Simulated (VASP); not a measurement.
# BP (WC type) (P-6m2) in VASP: further runs

The runs below take BP (WC type) through single point, with PBE.

Everything below comes from runs of VASP 6.6.1. Logs are shortened: lines on timing, memory, paths and dates and some standing lists are left out, and cuts for length are marked.

**1. The cell of the first run**

Symmetry: P-6m2, No. 187, hexagonal system. Conventional cell: a = 2.969 Å, b = 2.969 Å, c = 2.626 Å, α = 90.00°, β = 90.00°, γ = 120.00°. Within 2.9 Å of B (site symmetry -6m2) lie 6 P at 2.16 Å and 2 B at 2.63 Å. P (site symmetry -6m2) has 6 B at 2.16 Å and 2 P at 2.63 Å within 2.9 Å.

**2. Single point, PBE (volume scaled by 0.96)**

INCAR

```
SYSTEM = BP
ALGO = Normal ; EDIFF = 1E-6
ENCUT = 520 ; GGA = PE
ISIF = 2 ; ISMEAR = -1
LASPH = .TRUE. ; LCHARG = .TRUE.
LELF = .TRUE. ; LREAL = .FALSE.
LVHAR = .TRUE. ; LWAVE = .FALSE.
NBANDS = 11 ; NELM = 80
PREC = Accurate ; SIGMA = 0.08
```

KPOINTS

```
k-points
0
G
  13 13 11
  0 0 0
```

POSCAR

```
BP
1.0
    2.9688977355      0.0000000000      0.0000000000
   -1.4844488677      2.5711408602      0.0000000000
    0.0000000000      0.0000000000      2.6258224416
B P
1 1
Direct
    0.0000000000      0.0000000000      0.0000000000
    0.3333333333      0.6666666667      0.5000000000
```

Potentials or basis: VASP PAW PBE potentials, release 64 (B, P).

Run with:

```sh
> cat potpaw_PBE.64/B/POTCAR potpaw_PBE.64/P/POTCAR > POTCAR
> mpirun -np 1 vasp_std > vasp.out
```

OUTCAR:

```text
SYSTEM = BP
   EDIFF = 1E-6
   ENCUT = 520
   GGA = PE
   ISIF = 2
   ISMEAR = -1
   LASPH = .TRUE.
   LREAL = .FALSE.
   NELM = 80
   PREC = Accurate

 ion  position               nearest neighbor table
   1  0.000  0.000  0.000-   2 2.16   2 2.16   2 2.16   2 2.16   2 2.16   2 2.16
   2  0.333  0.667  0.500-   1 2.16   1 2.16   1 2.16   1 2.16   1 2.16   1 2.16

  LATTYP: Found a hexagonal cell.
 ALAT       =     2.9688977355
 C/A-ratio  =     0.8844435462

  Lattice vectors:

 A1 = (   2.9688977355,   0.0000000000,   0.0000000000)
 A2 = (  -1.4844488677,   2.5711408602,   0.0000000000)
 A3 = (   0.0000000000,   0.0000000000,   2.6258224416)

Analysis of symmetry for initial positions (statically):
=====================================================================
 Subroutine PRICEL returns:
 Original cell was already a primitive cell.

 Routine SETGRP: Setting up the symmetry group for a
 hexagonal supercell.

 Subroutine GETGRP returns: Found 12 space group operations
 (whereof 12 operations were pure point group operations)
 out of a pool of 24 trial point group operations.

The static configuration has the point symmetry D_3h.

Analysis of symmetry for dynamics (positions and initial velocities):
=====================================================================
 Subroutine PRICEL returns:
 Original cell was already a primitive cell.

 Routine SETGRP: Setting up the symmetry group for a
 hexagonal supercell.

 Subroutine GETGRP returns: Found 12 space group operations
 (whereof 12 operations were pure point group operations)
 out of a pool of 24 trial point group operations.

The dynamic configuration has the point symmetry D_3h.

 Subroutine INISYM returns: Found 12 space group operations
 (whereof 12 operations are pure point group operations),
 and found     1 'primitive' translations

----------------------------------------------------------------------------------------

                                     Primitive cell

  volume of cell :      20.0441

  direct lattice vectors                    reciprocal lattice vectors
     2.968897736  0.000000000  0.000000000     0.336825344  0.194466203  0.000000000
    -1.484448868  2.571140860  0.000000000     0.000000000  0.388932406  0.000000000
     0.000000000  0.000000000  2.625822442     0.000000000  0.000000000  0.380833062

  length of vectors
     2.968897736  2.968897735  2.625822442     0.388932406  0.388932406  0.380833062

[... 82 lines left out ...]
   EDIFFG = 0.1E-04   stopping-criterion for IOM
   NSW    =      0    number of steps for IOM
   IBRION =     -1    ionic relax: 0-MD 1-quasi-New 2-CG
   NFREE  =      0    steps in history (QN), initial steepest desc. (CG)
   ISIF   =      2    stress and relaxation
   ISYM   =      2    0-nonsym 1-usesym 2-fastsym
   POTIM  = 0.5000    time-step for ionic-motion
   TEBEG  =    0.0;   TEEND  =   0.0 temperature during run
   PSTRESS=    0.0 pullay stress
   NELECT =       8.0000    total number of electrons
   NUPDOWN=      -1.0000    fix difference up-down
   EMIN   =  10.00;   EMAX   =-10.00  energy-range for DOS
   EFERMI =   0.00;   METHOD = LEGACY
   ISMEAR =    -1;   SIGMA  =   0.08  broadening in eV -4-tet -1-fermi 0-gaus
   EFERMI_NEDOS =   21; number of points for ismear=-14 and -15
   IALGO  =     38    algorithm
   IMIX   =      4    mixing-type and parameters
     AMIX     =   0.40;   BMIX     =  1.00
     AMIX_MAG =   1.60;   BMIX_MAG =  1.00
  volume/ion in A,a.u.               =      10.02        67.63
  Fermi-wavevector in a.u.,A,eV,Ry     =   1.205339  2.277761 19.767129  1.452843
  Thomas-Fermi vector in A             =   2.341039
   LORBIT       =      0    0 simple, 1 ext, 2 COOP (PROOUT), +10 PAW based schemes
   GGA     = PE    functional components
   LHFCALC =     F    Hartree Fock is set to
   AEXX    =    0.0000 exact exchange contribution
   IVDW    =     0    specifies the selected vdW correction
   LEPSILON=     F    determine dielectric tensor
   LRPA    =     F    only Hartree local field effects (RPA)
 non-spin polarized calculation
  energy-cutoff  :      520.00
  volume of cell :       20.04
 maximum number of plane-waves:       573
 NGX is ok and might be reduce to    24
   NGX = 11   NGY = 11   NGZ =  9

 number of electron       8.0000000 magnetization

 Free energy of the ion-electron system (eV)
  ---------------------------------------------------
  ext. energy  EPLUGINS =         0.00000000
  ---------------------------------------------------
  free energy    TOTEN  =       -10.32242006 eV

  energy without entropy =      -10.30690009  energy(sigma->0) =      -10.31466007

 E-fermi :   9.7622     XC(G=0): -11.9342

 val. band max:        9.7511786987   @ k =   0.1538   0.1538   0.4545
 cond. band min:       9.7796844370   @ k =   0.2308   0.1538   0.3636
 fundamental gap:      0.0285057383
 Fermi energy:         9.7622118995

 k-point     1 :       0.0000    0.0000    0.0000
  band No.  band energies     occupation
      1      -7.3601      2.00000
      2       9.0378      1.99977
      3       9.0378      1.99977
      4       9.3285      1.99120
      5      13.9359      0.00000
      6      13.9359      0.00000
      7      14.5372      0.00000
      8      14.8879      0.00000
      9      21.6226      0.00000
     10      23.0199      0.00000
     11      27.8440      0.00000
[... 309 lines left out ...]
 k-point    24 :       0.1538    0.0000    0.0909
  band No.  band energies     occupation
      1      -6.7391      2.00000
      2       6.4304      2.00000
      3       8.1904      2.00000
      4       8.3584      2.00000
      5      13.1340      0.00000
      6      15.7694      0.00000
      7      16.4714      0.00000
      8      17.5310      0.00000
      9      20.3904      0.00000
     10      23.6770      0.00000
     11      24.9676      0.00000

 [... further k-points ...]
[... 5 lines left out ...]
  --------------------------------------------------------------------------------------
  -------------------------------------------------------------------------------------
  Total        0.7643006      0.7643006      0.7963291      0.0000000      0.0000000      0.0000000
  in kB       61.0925614     61.0925614     63.6526830      0.0000000      0.0000000      0.0000000
  external PRESSURE =      61.9459353 kB  Pullay stress =       0.0000000 kB

 VOLUME and BASIS-vectors are now :
 -----------------------------------------------------------------------------
  energy-cutoff  :      520.00
  volume of cell :       20.04
      direct lattice vectors                 reciprocal lattice vectors
     2.968897736  0.000000000  0.000000000     0.336825344  0.194466203  0.000000000
    -1.484448868  2.571140860  0.000000000     0.000000000  0.388932406  0.000000000
     0.000000000  0.000000000  2.625822442     0.000000000  0.000000000  0.380833062

 POSITION                                       TOTAL-FORCE (eV/Angst)
 -----------------------------------------------------------------------------------
      0.00000      0.00000      0.00000        -0.000000      0.000000      0.000000
     -0.00000      1.71409      1.31291         0.000000      0.000000      0.000000
 -----------------------------------------------------------------------------------
    total drift:                                0.000000     -0.000000     -0.000000

  FREE ENERGIE OF THE ION-ELECTRON SYSTEM (eV)
  ---------------------------------------------------
  free  energy   TOTEN  =       -10.3224200575 eV

  energy  without entropy=      -10.3069000894  energy(sigma->0) =      -10.31466007
```

OSZICAR:

```text
N       E                     dE             d eps       ncg     rms          rms(c)
DAV:   1     0.970762069732E+01    0.97076E+01   -0.41413E+03  2788   0.678E+02
DAV:   2    -0.100252145403E+02   -0.19733E+02   -0.18885E+02  3607   0.107E+02
DAV:   3    -0.105504256759E+02   -0.52521E+00   -0.52150E+00  3543   0.148E+01
DAV:   4    -0.105520381827E+02   -0.16125E-02   -0.16123E-02  3199   0.939E-01
DAV:   5    -0.105520439929E+02   -0.58102E-05   -0.58098E-05  3449   0.572E-02    0.664E+00
DAV:   6    -0.103391380848E+02    0.21291E+00   -0.62478E-01  3246   0.316E+00    0.366E+00
DAV:   7    -0.103242214530E+02    0.14917E-01   -0.75347E-02  3569   0.139E+00    0.133E+00
DAV:   8    -0.103223699776E+02    0.18515E-02   -0.58294E-03  3202   0.432E-01    0.108E-01
DAV:   9    -0.103224069360E+02   -0.36958E-04   -0.31492E-04  3361   0.111E-01    0.380E-02
DAV:  10    -0.103224199058E+02   -0.12970E-04   -0.24721E-05  3236   0.343E-02    0.134E-02
DAV:  11    -0.103224200575E+02   -0.15164E-06   -0.12699E-06  2261   0.629E-03
   1 F= -.10322420E+02 E0= -.10314660E+02  d E =-.155200E-01
```

stdout:

```text
POSCAR found type information on POSCAR B P
 POSCAR found :  2 types and       2 ions
 scaLAPACK will be used
 LDA part: xc-table for (Slater+PW92), standard interpolation
 POSCAR, INCAR and KPOINTS ok, starting setup
 FFT: planning ... GRIDC
 FFT: planning ... GRID_SOFT
 FFT: planning ... GRID
 WAVECAR not read
 entering main loop
```

Run time: 45 s. Hardware: 1 thread of AMD EPYC 7R13, shared host; peak memory 0.11 GiB.

Results:

```
Free energy            : -10.3224 eV
Pressure               : 6.2 GPa
Band gap on the k mesh : zero (band 4 reaches 13.41 eV, above the bottom of band 5 at 6.04 eV)
```

Levels at points of the mesh, in eV from the Fermi level:
| k point | band 1 | band 2 | band 3 | band 4 | band 5 | band 6 | band 7 | band 8 |
| --- | --- | --- | --- | --- | --- | --- | --- | --- |
| (0.00, 0.00, 0.00) | -17.12 | -0.72 | -0.72 | -0.43 | 4.17 | 4.17 | 4.77 | 5.13 |

**3. Single point, PBE (volume scaled by 0.98)**

INCAR

```
SYSTEM = BP
  PREC = Accurate
  ENCUT = 520
  EDIFF = 1E-6
  ISMEAR = -1
  SIGMA = 0.08
  LREAL = .FALSE.
  LASPH = .TRUE.
  NELM = 80
  ALGO = Normal
  ISIF = 2
  LWAVE = .FALSE.
  LCHARG = .TRUE.
  GGA = PE
  LELF = .TRUE.
  LVHAR = .TRUE.
  NBANDS = 11
```

KPOINTS

```
regular mesh
0
G
  13 13 11
  0 0 0
```

POSCAR

```
BP
1.0
    2.9893735393      0.0000000000      0.0000000000
   -1.4946867696      2.5888734264      0.0000000000
    0.0000000000      0.0000000000      2.6439321342
B P
1 1
Direct
    0.0000000000      0.0000000000      0.0000000000
    0.3333333333      0.6666666667      0.5000000000
```

Potentials or basis: VASP PAW PBE potentials, release 64 (B, P).

Run with:

```sh
> cat potpaw_PBE.64/B/POTCAR potpaw_PBE.64/P/POTCAR > POTCAR
> mpirun -np 1 vasp_std > vasp.out
```

Run time: 46 s. Hardware: 1 thread of AMD EPYC 7R13, shared host; peak memory 0.12 GiB.

It converged, with:

* Free energy: -10.3343 eV
* Pressure: 2.8 GPa
* Band gap on the k mesh: zero (band 4 reaches 13.09 eV, above the bottom of band 5 at 5.85 eV)

Stress tensor (GPa, compression positive):
```
2.78 0.00 0.00
0.00 2.78 0.00
0.00 0.00 2.90
```

Levels at points of the mesh, in eV from the Fermi level:
| k point | band 1 | band 2 | band 3 | band 4 | band 5 | band 6 | band 7 | band 8 |
| --- | --- | --- | --- | --- | --- | --- | --- | --- |
| (0.00, 0.00, 0.00) | -16.91 | -0.71 | -0.71 | -0.43 | 4.15 | 4.15 | 4.63 | 5.03 |
